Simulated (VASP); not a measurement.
Set up this calculation in VASP 6.6.1, as the native input.

```
Task                   : relaxation of cell and atoms
Functional             : PBE
Potentials or basis    : VASP PAW PBE potentials, release 64 (Ru_pv, Al)
Cutoff                 : 600 eV
k mesh                 : 13 × 13 × 13
Occupations            : fermi-dirac, width 0.08 eV
Spin                   : no spin polarisation
Target pressure        : -0.077 GPa
Dipole correction      : no
Further INCAR settings : ALGO = Normal; EDIFF = 1e-07; IBRION = 2; EDIFFG = -0.005; NSW = 60; ISIF = 3
```

The structure of AlRu (CsCl type) lies in POSCAR:

```
AlRu
1.0
    3.0649001275      0.0000000000      0.0000000000
    0.0000000000      3.0649001275      0.0000000000
    0.0000000000      0.0000000000      3.0649001275
Ru Al
1 1
Direct
    0.0000000000      0.0000000000      0.0000000000
    0.5000000000      0.5000000000      0.5000000000
```

These files were run (other wordings do the same):

INCAR

```
SYSTEM = AlRu
PREC = Accurate
ENCUT = 600
EDIFF = 1E-7
ISMEAR = -1
SIGMA = 0.08
LREAL = .FALSE.
LASPH = .TRUE.
NELM = 100
ALGO = Normal
ISIF = 3
LWAVE = .FALSE.
LCHARG = .FALSE.
GGA = PE
IBRION = 2
NSW = 60
EDIFFG = -0.005
PSTRESS = -0.77
```

KPOINTS

```
regular mesh
0
G
  13 13 13
  0 0 0
```

Potentials or basis: VASP PAW PBE potentials, release 64 (Ru_pv, Al).

Run with:

```bash
$ cat potpaw_PBE.64/Ru_pv/POTCAR potpaw_PBE.64/Al/POTCAR > POTCAR
$ mpirun -np 1 vasp_std > vasp.out
```

Results of the run:

```yaml
Relaxed_volume: 13.56 Å³/atom
Relaxed_cell: a = 3.004 Å, b = 3.004 Å, c = 3.004 Å, α = 90.00°, β = 90.00°, γ = 90.00°
Space_group_after_relaxing_to_0.05_Å: Pm-3m (No. 221)
Energy_change_on_relaxing_the_enthalpy_is_what_falls: -29.8 meV/atom
Ionic_steps: 4
Pressure_after_relaxing: -0.1 GPa
```

Caveat: the cell is relaxed towards a set pressure, so the enthalpy falls and the energy may rise.

Run time: 30 s on 1 thread of AMD EPYC 9R45 (Zen 5), on a shared host, peak memory 0.14 GiB.
